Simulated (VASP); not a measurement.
Write the native input for VASP 6.6.1 that does the following.

```yaml
Task: single point
Functional: PBE
Potentials_or_basis: VASP PAW PBE potentials, release 64 (Na_pv, H)
Cutoff: 400 eV
k_mesh: 4 × 4 × 1
Occupations: gaussian, width 0.1 eV
Spin: no spin polarisation
Dipole_correction: yes
Further_INCAR_settings: ALGO = Normal; EDIFF = 1e-06; NBANDS = 40; NELMDL = -8
```

The structure of Na4H lies in POSCAR:

```
Na4H
1.0
    7.2665054626      0.0000000000      0.0000000000
   -2.4221684875      6.8509270508      0.0000000000
    0.0000000000      0.0000000000     20.9665384335
Na H
8 2
Direct
    0.2500000000      0.2500000000      0.1907801811
    0.2500000000      0.7500000000      0.1907801811
    0.7500000000      0.2500000000      0.1907801811
    0.7500000000      0.7500000000      0.1907801811
    0.0000000000      0.0000000000      0.3322693660
    0.0000000000      0.5000000000      0.3322693660
    0.5000000000      0.0000000000      0.3322693660
    0.5000000000      0.5000000000      0.3322693660
    0.1150600172      0.3333333333      0.3537321364
    0.2182733161      0.3333333333      0.3537321364
```

One way to write it, as run:

INCAR

```
ALGO = Normal
DIPOL = 0.5 0.5 0.280
EDIFF = 1E-6
ENCUT = 400
GGA = PE
GGA_COMPAT = False
IDIPOL = 3
ISIF = 2
ISMEAR = 0
LASPH = True
LCHARG = False
LDIPOL = True
LREAL = False
LWAVE = False
NBANDS = 40
NELM = 120
NELMDL = -8
PREC = Accurate
SIGMA = 0.1
```

KPOINTS

```
k-points
0
Gamma
  4 4 1
```

Potentials or basis: VASP PAW PBE potentials, release 64 (Na_pv, H).

Run with:

```console
$ cat potpaw_PBE.64/Na_pv/POTCAR potpaw_PBE.64/H/POTCAR > POTCAR
$ mpirun -np 1 vasp_std > vasp.out
```

Results of the run:

```
Largest force          : 1.718 eV/Å
Band gap on the k mesh : zero (bands 29 and 30 overlap by 0.53 eV)
```

Run time: 5.4 min on 1 thread of Intel(R) Xeon(R) Platinum 8488C (Sapphire Rapids) (shared host), peak memory 0.73 GiB.
